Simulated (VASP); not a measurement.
# H4RuC16 in VASP: single point with PBEsol

Aim: the single point of H4RuC16 with PBEsol.

All numbers are computed with VASP 6.6.1; they aren't measurements. Logs are shortened: lines on timing, memory, paths and dates and some standing lists are left out, and cuts for length are marked.

## Step 1: The cell of the first run

The cell holds a slab with vacuum, 21 atoms: a = 5.049 Å, b = 5.049 Å, c = 14.676 Å, α = 90.00°, β = 90.00°, γ = 60.00°.

## Step 2: Single point, PBEsol

INCAR

```
PREC = Accurate ; ENCUT = 520
EDIFF = 1E-6 ; ISMEAR = -1
SIGMA = 0.02 ; LREAL = Auto
LASPH = T ; NELM = 60
ALGO = Normal ; ISIF = 2
LWAVE = F ; LCHARG = T
GGA = PS ; LELF = T
LVHAR = T ; NBANDS = 57
```

KPOINTS

```
Automatic mesh
0
Gamma
  3 3 1
```

POSCAR

```
H4RuC16
1.0
    5.0487420000      0.0000000000      0.0000000000
    2.5243710000      4.3723390000      0.0000000000
    0.0000000000      0.0000000000     14.6764260000
H C Ru
4 16 1
Direct
    0.1666667000      0.1666667000      0.0681365000
    0.6666667000      0.1666667000      0.0681365000
    0.1666667000      0.6666667000      0.0681365000
    0.6666667000      0.6666667000      0.0681365000
    0.1666667000      0.1666667000      0.1430866000
    0.6666667000      0.1666667000      0.1430866000
    0.1666667000      0.6666667000      0.1430866000
    0.6666667000      0.6666667000      0.1430866000
   -0.1666667000      0.3333333000      0.1781963000
    0.3333333000      0.3333333000      0.1781963000
   -0.1666667000      0.8333333000      0.1781963000
    0.3333333000      0.8333333000      0.1781963000
   -0.1666642550      0.3333277373      0.2782544424
    0.3339425605      0.3321261258      0.2900550981
   -0.1678534073      0.8339228737      0.2900541578
    0.3339431229      0.8339258591      0.2900547481
   -0.0037529784      0.0075215639      0.3183276174
    0.5000156608     -0.0000106665      0.3109281105
   -0.0037530271      0.4962223821      0.3183291406
    0.5075402134      0.4962264832      0.3183327665
    0.8332816833      0.3333342764      0.4195935973
```

Potentials or basis: VASP PAW PBE potentials, release 64 (H, C, Ru_pv).

Started as:

```bash
$ cat potpaw_PBE.64/H/POTCAR potpaw_PBE.64/C/POTCAR potpaw_PBE.64/Ru_pv/POTCAR > POTCAR
$ mpirun -np 1 vasp_std > vasp.out
```

OUTCAR:

```text
PREC = Accurate
   ENCUT = 520
   EDIFF = 1E-6
   ISMEAR = -1
   LREAL = Auto
   LASPH = T
   NELM = 60
   ISIF = 2
   GGA = PS

 ion  position               nearest neighbor table
   1  0.167  0.167  0.068-   5 1.10
   2  0.667  0.167  0.068-   6 1.10
   3  0.167  0.667  0.068-   7 1.10
   4  0.667  0.667  0.068-   8 1.10
   5  0.167  0.167  0.143-   1 1.10  10 1.55   9 1.55  12 1.55
   6  0.667  0.167  0.143-   2 1.10   9 1.55  10 1.55  11 1.55
   7  0.167  0.667  0.143-   3 1.10  12 1.55  11 1.55  10 1.55
   8  0.667  0.667  0.143-   4 1.10  11 1.55  12 1.55   9 1.55
   9  0.833  0.333  0.178-  13 1.47   6 1.55   5 1.55   8 1.55
  10  0.333  0.333  0.178-   5 1.55   6 1.55   7 1.55  14 1.64
  11  0.833  0.833  0.178-   8 1.55   7 1.55   6 1.55  15 1.64
  12  0.333  0.833  0.178-   7 1.55   8 1.55   5 1.55  16 1.64
  13  0.833  0.333  0.278-   9 1.47  20 1.54  17 1.54  19 1.54  21 2.07
  14  0.334  0.332  0.290-  18 1.48  19 1.53  20 1.53  10 1.64
  15  0.832  0.834  0.290-  18 1.48  17 1.53  19 1.53  11 1.64
  16  0.334  0.834  0.290-  18 1.48  17 1.53  20 1.53  12 1.64
  17  0.996  0.008  0.318-  16 1.53  15 1.53  13 1.54  21 2.06
  18  0.500  1.000  0.311-  15 1.48  16 1.48  14 1.48
  19  0.996  0.496  0.318-  14 1.53  15 1.53  13 1.54  21 2.06
  20  0.508  0.496  0.318-  14 1.53  16 1.53  13 1.54  21 2.06
  21  0.833  0.333  0.420-  20 2.06  17 2.06  19 2.06  13 2.07

  LATTYP: Found a hexagonal cell.
 ALAT       =     5.0487421480
 C/A-ratio  =     2.9069470315

  Lattice vectors:

 A1 = (  -2.5243710000,  -4.3723390000,   0.0000000000)
 A2 = (   5.0487420000,   0.0000000000,   0.0000000000)
 A3 = (   0.0000000000,   0.0000000000,  14.6764260000)

Analysis of symmetry for initial positions (statically):
=====================================================================
 Subroutine PRICEL returns:
 Original cell was already a primitive cell.

 Routine SETGRP: Setting up the symmetry group for a
 hexagonal supercell.

 Subroutine GETGRP returns: Found  1 space group operations
 (whereof  1 operations were pure point group operations)
 out of a pool of 24 trial point group operations.

The static configuration has the point symmetry C_1 .

Analysis of symmetry for dynamics (positions and initial velocities):
=====================================================================
 Subroutine PRICEL returns:
 Original cell was already a primitive cell.

 Routine SETGRP: Setting up the symmetry group for a
 hexagonal supercell.

 Subroutine GETGRP returns: Found  1 space group operations
 (whereof  1 operations were pure point group operations)
 out of a pool of 24 trial point group operations.

The dynamic configuration has the point symmetry C_1 .

 Subroutine INISYM returns: Found  1 space group operations
 (whereof  1 operations are pure point group operations),
 and found     1 'primitive' translations

----------------------------------------------------------------------------------------

                                     Primitive cell

  volume of cell :     323.9793

  direct lattice vectors                    reciprocal lattice vectors
     5.048742000  0.000000000  0.000000000     0.198069143 -0.114355268  0.000000000
     2.524371000  4.372339000  0.000000000     0.000000000  0.228710537  0.000000000
     0.000000000  0.000000000 14.676426000     0.000000000  0.000000000  0.068136480

  length of vectors
     5.048742000  5.048742148 14.676426000     0.228710544  0.228710537  0.068136480

  position of ions in fractional coordinates (direct lattice)
     0.166666700  0.166666700  0.068136500
     0.666666700  0.166666700  0.068136500
     0.166666700  0.666666700  0.068136500
     0.666666700  0.666666700  0.068136500
     0.166666700  0.166666700  0.143086600
     0.666666700  0.166666700  0.143086600
[... 13 lines left out ...]
     0.507540213  0.496226483  0.318332766
     0.833281683  0.333334276  0.419593597

  ion indices of the primitive-cell ions
   primitive index   ion index
                 1           1
                 2           2
                 3           3
                 4           4
                 5           5
                 6           6
[... 13 lines left out ...]
                20          20
                21          21

----------------------------------------------------------------------------------------

 KPOINTS: Automatic mesh

Automatic generation of k-mesh.
 Grid dimensions read from file:
 generate k-points for:    3    3    1

 Generating k-lattice:

  Cartesian coordinates                     Fractional coordinates (reciprocal lattice)
     0.066023048 -0.038118423  0.000000000     0.333333333 -0.000000000  0.000000000
     0.000000000  0.076236846  0.000000000     0.000000000  0.333333333  0.000000000
     0.000000000  0.000000000  0.068136480     0.000000000  0.000000000  1.000000000

  Length of vectors
     0.076236848  0.076236846  0.068136480

  Shift w.r.t. Gamma in fractional coordinates (k-lattice)
     0.000000000  0.000000000  0.000000000

 Subroutine IBZKPT returns following result:
 ===========================================

 Found      5 irreducible k-points:

 Following reciprocal coordinates:
            Coordinates               Weight
  0.000000  0.000000  0.000000      1.000000
  0.333333  0.000000  0.000000      2.000000
  0.333333  0.333333  0.000000      2.000000
  0.000000  0.333333  0.000000      2.000000
 -0.333333  0.333333  0.000000      2.000000
   k-points           NKPTS =      5   k-points in BZ     NKDIM =      5   number of bands    NBANDS=     57
   number of dos      NEDOS =    301   number of ions     NIONS =     21
   total plane-waves  NPLWV = 179200
   dimension x,y,z NGX =    40 NGY =   40 NGZ =  112
   dimension x,y,z NGXF=    80 NGYF=   80 NGZF=  224
   ions per type =               4  16   1
   NGX,Y,Z   is equivalent  to a cutoff of  13.17, 13.17, 12.69 a.u.
   NGXF,Y,Z  is equivalent  to a cutoff of  26.34, 26.34, 25.37 a.u.
 SYSTEM =  unknown system
   PREC   = accura    normal or accurate (medium, high low for compatibility)
   ISTART =      0    job   : 0-new  1-cont  2-samecut
   ICHARG =      2    charge: 1-file 2-atom 10-const
   ISPIN  =      1    spin polarized calculation?
   LNONCOLLINEAR =      F non collinear calculations
   LSORBIT =      F    spin-orbit coupling
   LASPH  =      T    aspherical Exc in radial PAW
   ENCUT  =  520.0 eV  38.22 Ry    6.18 a.u.   9.39  9.39 27.29*2*pi/ulx,y,z
   NELM   =     60;   NELMIN=  2; NELMDL= -5     # of ELM steps
   EDIFF  = 0.1E-05   stopping-criterion for ELM
   LREAL  =      T    real-space projection
   EDIFFG = 0.1E-04   stopping-criterion for IOM
   NSW    =      0    number of steps for IOM
   IBRION =     -1    ionic relax: 0-MD 1-quasi-New 2-CG
   NFREE  =      0    steps in history (QN), initial steepest desc. (CG)
   ISIF   =      2    stress and relaxation
   ISYM   =      2    0-nonsym 1-usesym 2-fastsym
   POTIM  = 0.5000    time-step for ionic-motion
   TEBEG  =    0.0;   TEEND  =   0.0 temperature during run
   PSTRESS=    0.0 pullay stress
   NELECT =      82.0000    total number of electrons
   NUPDOWN=      -1.0000    fix difference up-down
   EMIN   =  10.00;   EMAX   =-10.00  energy-range for DOS
   EFERMI =   0.00;   METHOD = LEGACY
   ISMEAR =    -1;   SIGMA  =   0.02  broadening in eV -4-tet -1-fermi 0-gaus
   EFERMI_NEDOS =   21; number of points for ismear=-14 and -15
   IALGO  =     38    algorithm
   IMIX   =      4    mixing-type and parameters
     AMIX     =   0.40;   BMIX     =  1.00
     AMIX_MAG =   1.60;   BMIX_MAG =  1.00
  volume/ion in A,a.u.               =      15.43       104.11
  Fermi-wavevector in a.u.,A,eV,Ry     =   1.035556  1.956917 14.590570  1.072377
  Thomas-Fermi vector in A             =   2.169905
   LORBIT       =      0    0 simple, 1 ext, 2 COOP (PROOUT), +10 PAW based schemes
   GGA     = PS    functional components
   LHFCALC =     F    Hartree Fock is set to
   AEXX    =    0.0000 exact exchange contribution
   IVDW    =     0    specifies the selected vdW correction
   LEPSILON=     F    determine dielectric tensor
   LRPA    =     F    only Hartree local field effects (RPA)
 non-spin polarized calculation
  energy-cutoff  :      520.00
  volume of cell :      323.98
 maximum number of plane-waves:      8731
 NGX is ok and might be reduce to    40
   NGX = 19   NGY = 19   NGZ = 55

 number of electron      81.9999997 magnetization

 Free energy of the ion-electron system (eV)
  ---------------------------------------------------
  ext. energy  EPLUGINS =         0.00000000
  ---------------------------------------------------
  free energy    TOTEN  =      -169.08513503 eV

  energy without entropy =     -169.06990290  energy(sigma->0) =     -169.07751896

 E-fermi :   1.3562     XC(G=0):  -6.1148

 val. band max:        1.2743436489   @ k =   0.3333   0.0000   0.0000
 cond. band min:       1.3865029947   @ k =   0.3333   0.3333   0.0000
 fundamental gap:      0.1121593458
 Fermi energy:         1.3562306123

 k-point     1 :       0.0000    0.0000    0.0000
  band No.  band energies     occupation
      1     -41.1418      2.00000
      2     -40.4031      2.00000
      3     -40.4027      2.00000
      4     -19.4469      2.00000
      5     -16.7261      2.00000
      6     -14.5768      2.00000
[... 45 lines left out ...]
     52       6.8642      0.00000
     53       6.8643      0.00000

 k-point     2 :       0.3333    0.0000    0.0000
  band No.  band energies     occupation
      1     -41.1418      2.00000
      2     -40.4033      2.00000
      3     -40.4028      2.00000
      4     -18.7829      2.00000
      5     -16.8095      2.00000
      6     -16.0919      2.00000
[... 45 lines left out ...]
     52       7.1401      0.00000
     53       7.5268      0.00000

 k-point     3 :       0.3333    0.3333    0.0000
  band No.  band energies     occupation
      1     -41.1418      2.00000
      2     -40.4031      2.00000
      3     -40.4029      2.00000
      4     -18.7829      2.00000
      5     -16.8095      2.00000
      6     -16.0919      2.00000
[... 45 lines left out ...]
     52       7.1400      0.00000
     53       7.5267      0.00000

 k-point     4 :       0.0000    0.3333    0.0000
  band No.  band energies     occupation
      1     -41.1418      2.00000
      2     -40.4032      2.00000
      3     -40.4029      2.00000
      4     -18.7829      2.00000
      5     -16.8095      2.00000
      6     -16.0919      2.00000
[... 45 lines left out ...]
     52       7.1400      0.00000
     53       7.5267      0.00000

 k-point     5 :      -0.3333    0.3333    0.0000
  band No.  band energies     occupation
      1     -41.1418      2.00000
      2     -40.4033      2.00000
      3     -40.4029      2.00000
      4     -17.6826      2.00000
      5     -17.4334      2.00000
      6     -17.2244      2.00000
[... 45 lines left out ...]
     52       7.5970      0.00000
     53       7.6081      0.00000
 [bands above 53 left out]

------------------------ aborting loop because EDIFF is reached ----------------------------------------

  FORCE on cell =-STRESS in cart. coord.  units (eV):
  Direction    XX          YY          ZZ          XY          YZ          ZX
  --------------------------------------------------------------------------------------
  -------------------------------------------------------------------------------------
  Total       -5.7348561     -5.7361998     -1.2683844     -0.0016882      0.0013557      0.0025102
  in kB      -28.3606247    -28.3672699     -6.2725505     -0.0083488      0.0067045      0.0124138
  external PRESSURE =     -21.0001483 kB  Pullay stress =       0.0000000 kB

 VOLUME and BASIS-vectors are now :
 -----------------------------------------------------------------------------
  energy-cutoff  :      520.00
  volume of cell :      323.98
      direct lattice vectors                 reciprocal lattice vectors
     5.048742000  0.000000000  0.000000000     0.198069143 -0.114355268  0.000000000
     2.524371000  4.372339000  0.000000000     0.000000000  0.228710537  0.000000000
     0.000000000  0.000000000 14.676426000     0.000000000  0.000000000  0.068136480

 POSITION                                       TOTAL-FORCE (eV/Angst)
 -----------------------------------------------------------------------------------
      1.26219      0.72872      1.00000         0.001747     -0.001002     -0.319254
      3.78656      0.72872      1.00000        -0.001814     -0.001022     -0.319299
      2.52437      2.91489      1.00000         0.000039      0.000008     -0.408838
      5.04874      2.91489      1.00000        -0.000019      0.002080     -0.319295
      1.26219      0.72872      2.10000         0.132875     -0.076688      1.703494
      3.78656      0.72872      2.10000        -0.132874     -0.076692      1.703200
[... 13 lines left out ...]
      3.81510      2.16967      4.67199        -0.015296      0.008625      0.021045
      5.04848      1.45745      6.15813         0.002434     -0.000480      0.051884
 -----------------------------------------------------------------------------------
    total drift:                                0.000333     -0.000671     -0.019002

  FREE ENERGIE OF THE ION-ELECTRON SYSTEM (eV)
  ---------------------------------------------------
  free  energy   TOTEN  =      -169.0851350262 eV

  energy  without entropy=     -169.0699028962  energy(sigma->0) =     -169.07751896
```

Wall time 3.9 min (1 thread of Intel Xeon 6975P-C, shared host); peak memory 0.44 GiB.

What came out:

```yaml
Free_energy: -169.0851 eV
Largest_force: 2.923 eV/Å
Band_gap_on_the_k_mesh: zero (band 41 reaches 1.45 eV, above the bottom of band 42 at 1.09 eV)
```

Forces in eV/Å, atoms in the order of the input:
```
H    0.002 -0.001 -0.319
H   -0.002 -0.001 -0.319
H    0.000  0.000 -0.409
H    0.000  0.002 -0.319
C    0.133 -0.077  1.703
C   -0.133 -0.077  1.703
C    0.000  0.000  1.872
C    0.000  0.153  1.703
C    0.000  0.000 -2.923
C    0.000  0.088 -0.941
C    0.076 -0.044 -0.942
C   -0.076 -0.044 -0.942
C    0.002 -0.001 -0.011
C    0.000  0.016 -0.005
C    0.015 -0.009 -0.006
C   -0.014 -0.008 -0.005
C   -0.001 -0.015  0.023
C    0.000  0.000  0.041
C    0.012  0.008  0.023
C   -0.015  0.009  0.021
Ru   0.002  0.000  0.052
```

Caveat: the k points lie up to 0.48 Å⁻¹ apart; the PAW data sets were made with another functional, which shifts forces and pressure a little.
